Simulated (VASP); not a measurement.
# Au (Fm-3m) in VASP: single point with PBE

Aim: the single point of Au with PBE.

All numbers are computed with VASP 6.6.1; they aren't measurements. Logs are shortened: lines on timing, memory, paths and dates and some standing lists are left out, and cuts for length are marked.

**1. The cell of the first run**

The structure is cubic, space group Fm-3m (No. 225). The conventional cell has a = 4.080 Å, b = 4.080 Å, c = 4.080 Å, α = 90.00°, β = 90.00°, γ = 90.00°. Au (site symmetry m-3m) has 12 Au at 2.88 Å within 3.8 Å.

**2. Single point, PBE**

Contents of INCAR:

```
SYSTEM = Au
ALGO = Normal ; EDIFF = 1E-6
ENCUT = 500 ; GGA = PE
GGA_COMPAT = .False. ; ISIF = 2
ISMEAR = -1 ; LASPH = .True.
LCHARG = .True. ; LELF = .True.
LREAL = .False. ; LVHAR = .True.
LWAVE = .False. ; NBANDS = 12
NELM = 120 ; PREC = Accurate
SIGMA = 0.5
```

Contents of KPOINTS:

```
k-points
0
Gamma
  2 2 2
  0 0 0
```

Contents of POSCAR:

```
Au
1.0
    0.0000000000      2.0398237129      2.0398237129
    2.0398237129      0.0000000000      2.0398237129
    2.0398237129      2.0398237129      0.0000000000
Au
1
Direct
    0.0000000000      0.0000000000      0.0000000000
```

Potentials or basis: VASP PAW PBE potentials, release 64 (Au).

Started as:

```bash
> cat potpaw_PBE.64/Au/POTCAR > POTCAR
> mpirun -np 1 vasp_std > vasp.out
```

OUTCAR:

```text
SYSTEM = Au
   EDIFF = 1E-6
   ENCUT = 500
   GGA = PE
   ISIF = 2
   ISMEAR = -1
   LASPH = .True.
   LREAL = .False.
   NELM = 120
   PREC = Accurate

 ion  position               nearest neighbor table
   1  0.000  0.000  0.000-

  LATTYP: Found a face centered cubic cell.
 ALAT       =     4.0796474258

  Lattice vectors:

 A1 = (   0.0000000000,   2.0398237129,   2.0398237129)
 A2 = (   2.0398237129,   0.0000000000,   2.0398237129)
 A3 = (   2.0398237129,   2.0398237129,   0.0000000000)

Analysis of symmetry for initial positions (statically):
=====================================================================
 Subroutine PRICEL returns:
 Original cell was already a primitive cell.

 Routine SETGRP: Setting up the symmetry group for a
 face centered cubic supercell.

 Subroutine GETGRP returns: Found 48 space group operations
 (whereof 48 operations were pure point group operations)
 out of a pool of 48 trial point group operations.

The static configuration has the point symmetry O_h .

Analysis of symmetry for dynamics (positions and initial velocities):
=====================================================================
 Subroutine PRICEL returns:
 Original cell was already a primitive cell.

 Routine SETGRP: Setting up the symmetry group for a
 face centered cubic supercell.

 Subroutine GETGRP returns: Found 48 space group operations
 (whereof 48 operations were pure point group operations)
 out of a pool of 48 trial point group operations.

The dynamic configuration has the point symmetry O_h .

 Subroutine INISYM returns: Found 48 space group operations
 (whereof 48 operations are pure point group operations),
 and found     1 'primitive' translations

----------------------------------------------------------------------------------------

                                     Primitive cell

  volume of cell :      16.9749

  direct lattice vectors                    reciprocal lattice vectors
     0.000000000  2.039823713  2.039823713    -0.245119221  0.245119221  0.245119221
     2.039823713  0.000000000  2.039823713     0.245119221 -0.245119221  0.245119221
     2.039823713  2.039823713  0.000000000     0.245119221  0.245119221 -0.245119221

  length of vectors
     2.884746360  2.884746360  2.884746360     0.424558945  0.424558945  0.424558945

  position of ions in fractional coordinates (direct lattice)
     0.000000000  0.000000000  0.000000000

  ion indices of the primitive-cell ions
   primitive index   ion index
                 1           1

----------------------------------------------------------------------------------------

 KPOINTS: k-points

Automatic generation of k-mesh.
 Grid dimensions read from file:
 generate k-points for:    2    2    2

 Generating k-lattice:

  Cartesian coordinates                     Fractional coordinates (reciprocal lattice)
    -0.122559611  0.122559611  0.122559611     0.500000000  0.000000000  0.000000000
     0.122559611 -0.122559611  0.122559611     0.000000000  0.500000000  0.000000000
     0.122559611  0.122559611 -0.122559611     0.000000000  0.000000000  0.500000000

  Length of vectors
     0.212279473  0.212279473  0.212279473

  Shift w.r.t. Gamma in fractional coordinates (k-lattice)
     0.000000000  0.000000000  0.000000000

 Subroutine IBZKPT returns following result:
 ===========================================

 Found      3 irreducible k-points:

 Following reciprocal coordinates:
            Coordinates               Weight
  0.000000  0.000000  0.000000      1.000000
  0.500000  0.000000  0.000000      4.000000
  0.500000  0.500000  0.000000      3.000000
   k-points           NKPTS =      3   k-points in BZ     NKDIM =      3   number of bands    NBANDS=     12
   number of dos      NEDOS =    301   number of ions     NIONS =      1
   total plane-waves  NPLWV =  13824
   dimension x,y,z NGX =    24 NGY =   24 NGZ =   24
   dimension x,y,z NGXF=    48 NGYF=   48 NGZF=   48
   ions per type =               1
   NGX,Y,Z   is equivalent  to a cutoff of  13.83, 13.83, 13.83 a.u.
   NGXF,Y,Z  is equivalent  to a cutoff of  27.66, 27.66, 27.66 a.u.
 SYSTEM =  Au
   PREC   = accura    normal or accurate (medium, high low for compatibility)
   ISTART =      0    job   : 0-new  1-cont  2-samecut
   ICHARG =      2    charge: 1-file 2-atom 10-const
   ISPIN  =      1    spin polarized calculation?
   LNONCOLLINEAR =      F non collinear calculations
   LSORBIT =      F    spin-orbit coupling
   LASPH  =      T    aspherical Exc in radial PAW
   ENCUT  =  500.0 eV  36.75 Ry    6.06 a.u.   5.26  5.26  5.26*2*pi/ulx,y,z
   NELM   =    120;   NELMIN=  2; NELMDL= -5     # of ELM steps
   EDIFF  = 0.1E-05   stopping-criterion for ELM
   LREAL  =      F    real-space projection
   EDIFFG = 0.1E-04   stopping-criterion for IOM
   NSW    =      0    number of steps for IOM
   IBRION =     -1    ionic relax: 0-MD 1-quasi-New 2-CG
   NFREE  =      0    steps in history (QN), initial steepest desc. (CG)
   ISIF   =      2    stress and relaxation
   ISYM   =      2    0-nonsym 1-usesym 2-fastsym
   POTIM  = 0.5000    time-step for ionic-motion
   TEBEG  =    0.0;   TEEND  =   0.0 temperature during run
   PSTRESS=    0.0 pullay stress
   NELECT =      11.0000    total number of electrons
   NUPDOWN=      -1.0000    fix difference up-down
   EMIN   =  10.00;   EMAX   =-10.00  energy-range for DOS
   EFERMI =   0.00;   METHOD = LEGACY
   ISMEAR =    -1;   SIGMA  =   0.50  broadening in eV -4-tet -1-fermi 0-gaus
   EFERMI_NEDOS =   21; number of points for ismear=-14 and -15
   IALGO  =     38    algorithm
   IMIX   =      4    mixing-type and parameters
     AMIX     =   0.40;   BMIX     =  1.00
     AMIX_MAG =   1.60;   BMIX_MAG =  1.00
  volume/ion in A,a.u.               =      16.97       114.55
  Fermi-wavevector in a.u.,A,eV,Ry     =   1.416673  2.677125 27.306399  2.006964
  Thomas-Fermi vector in A             =   2.537983
   LORBIT       =      0    0 simple, 1 ext, 2 COOP (PROOUT), +10 PAW based schemes
   GGA     = PE    functional components
   LHFCALC =     F    Hartree Fock is set to
   AEXX    =    0.0000 exact exchange contribution
   IVDW    =     0    specifies the selected vdW correction
   LEPSILON=     F    determine dielectric tensor
   LRPA    =     F    only Hartree local field effects (RPA)
 non-spin polarized calculation
  energy-cutoff  :      500.00
  volume of cell :       16.97
 maximum number of plane-waves:       444
 NGX is ok and might be reduce to    24
   NGX = 11   NGY = 11   NGZ = 11

 number of electron      11.0000000 magnetization

 Free energy of the ion-electron system (eV)
  ---------------------------------------------------
  ext. energy  EPLUGINS =         0.00000000
  ---------------------------------------------------
  free energy    TOTEN  =        -0.24573964 eV

  energy without entropy =        0.47035277  energy(sigma->0) =        0.11230656

 E-fermi :   9.4505     XC(G=0): -12.7390

 val. band max:        8.5497722807   @ k =   0.5000   0.0000   0.0000
 cond. band min:      10.5334438754   @ k =   0.5000   0.5000   0.0000
 fundamental gap:      1.9836715947
 Fermi energy:         9.4504534979

 k-point     1 :       0.0000    0.0000    0.0000
  band No.  band energies     occupation
      1      -0.3671      2.00000
      2       4.9821      1.99974
      3       4.9821      1.99974
      4       4.9821      1.99974
      5       6.5676      1.99375
      6       6.5676      1.99375
      7      23.9659      0.00000
      8      28.0868      0.00000
      9      28.0868      0.00000
     10      28.0868      0.00000
     11      32.9113      0.00000
     12      37.7387      0.00000

 k-point     2 :       0.5000    0.0000    0.0000
  band No.  band energies     occupation
      1       2.2632      2.00000
      2       4.9603      1.99975
      3       4.9603      1.99975
      4       7.7756      1.93219
      5       7.7756      1.93219
      6       8.5498      1.71663
      7      12.7585      0.00267
      8      23.4441      0.00000
      9      26.7130      0.00000
     10      26.7130      0.00000
     11      34.5802      0.00000
     12      34.5802      0.00000

 k-point     3 :       0.5000    0.5000    0.0000
  band No.  band energies     occupation
      1       2.5577      2.00000
      2       2.8658      2.00000
      3       7.7512      1.93532
      4       8.0911      1.87625
      5       8.0911      1.87625
      6      10.5334      0.20569
      7      15.4549      0.00001
      8      19.5719      0.00000
      9      19.5719      0.00000
     10      26.8263      0.00000
     11      29.4635      0.00000
     12      37.0174      0.00000

------------------------ aborting loop because EDIFF is reached ----------------------------------------

  FORCE on cell =-STRESS in cart. coord.  units (eV):
  Direction    XX          YY          ZZ          XY          YZ          ZX
  --------------------------------------------------------------------------------------
  -------------------------------------------------------------------------------------
  Total        5.4801058      5.4801058      5.4801058      0.0000000      0.0000000     -0.0000000
  in kB      517.2394244    517.2394244    517.2394244      0.0000000      0.0000000     -0.0000000
  external PRESSURE =     517.2394244 kB  Pullay stress =       0.0000000 kB

 VOLUME and BASIS-vectors are now :
 -----------------------------------------------------------------------------
  energy-cutoff  :      500.00
  volume of cell :       16.97
      direct lattice vectors                 reciprocal lattice vectors
     0.000000000  2.039823713  2.039823713    -0.245119221  0.245119221  0.245119221
     2.039823713  0.000000000  2.039823713     0.245119221 -0.245119221  0.245119221
     2.039823713  2.039823713  0.000000000     0.245119221  0.245119221 -0.245119221

 POSITION                                       TOTAL-FORCE (eV/Angst)
 -----------------------------------------------------------------------------------
      0.00000      0.00000      0.00000         0.000000      0.000000      0.000000
 -----------------------------------------------------------------------------------
    total drift:                               -0.000000      0.000000     -0.000000

  FREE ENERGIE OF THE ION-ELECTRON SYSTEM (eV)
  ---------------------------------------------------
  free  energy   TOTEN  =        -0.2457396428 eV

  energy  without entropy=        0.4703527677  energy(sigma->0) =        0.11230656
```

Run time: 6.2 s. Hardware: 1 thread of Intel Xeon 6975P-C, shared host; peak memory 0.14 GiB.

What came out:

```yaml
Free_energy: -0.2457 eV
Pressure: 51.7 GPa
```

Caveat: the k points lie up to 1.33 Å⁻¹ apart; spin-orbit coupling is left out, which moves the levels of the heavy elements.
